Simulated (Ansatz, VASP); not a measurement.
## BeS in VASP and in Ansatz

The input INCAR:

```
SYSTEM = BeS
PREC = Accurate
ENCUT = 520
EDIFF = 1E-6
ISMEAR = 0
SIGMA = 0.01
LREAL = .FALSE.
LASPH = .TRUE.
NELM = 80
ALGO = Normal
ISIF = 2
LWAVE = .FALSE.
LCHARG = .FALSE.
GGA = PS
NBANDS = 11
```

File KPOINTS:

```
Automatic mesh
0
G
  6 6 6
  0 0 0
```

Contents of POSCAR:

```
BeS
1.0
    0.0000000000      2.3172971969      2.3172971969
    2.3172971969      0.0000000000      2.3172971969
    2.3172971969      2.3172971969      0.0000000000
Be S
1 1
Direct
    0.0000000000      0.0000000000      0.0000000000
    0.5000000000      0.5000000000      0.5000000000
```

Input for Ansatz:

```yaml
crystal:
  lattice:
    - [0.0, 2.3172971969, 2.3172971969]
    - [2.3172971969, 0.0, 2.3172971969]
    - [2.3172971969, 2.3172971969, 0.0]
  atoms:
    - { symbol: Be, position: [0.0, 0.0, 0.0] }
    - { symbol: S, position: [0.5, 0.5, 0.5] }
kpoints:
  mp_grid: { grid: [6, 6, 6] }
hamiltonian:
  xc: pbesol
scf:
  occupations: { method: fixed }
  n_extra_bands: 4
output:
  forces: true
  stress: true
  eigenvalues: true
basis:
  ecutwfc: 600
```

Alike in both runs: task single point; functional PBEsol; k mesh 6 × 6 × 6; no spin polarisation.

```csv
,VASP,Ansatz
version,VASP 6.6.1,Ansatz 0.2.0
potentials or method,"VASP PAW PBE potentials, release 64 (Be, S), cutoff 520 eV",plane waves
occupations,"gaussian, width 0.01 eV",fixed
valence electrons in the cell,8,8
```

VASP gave:

```
gap on the k mesh at the Fermi level (eV) : 0.96
pressure (GPa)                            : -2.8
```

Problem. Estimate Ansatz's values.

Solution. gap on the k mesh at the Fermi level (eV): 0.94; pressure (GPa): -2.9.

VASP's potentials were made for PBE, not for PBEsol.
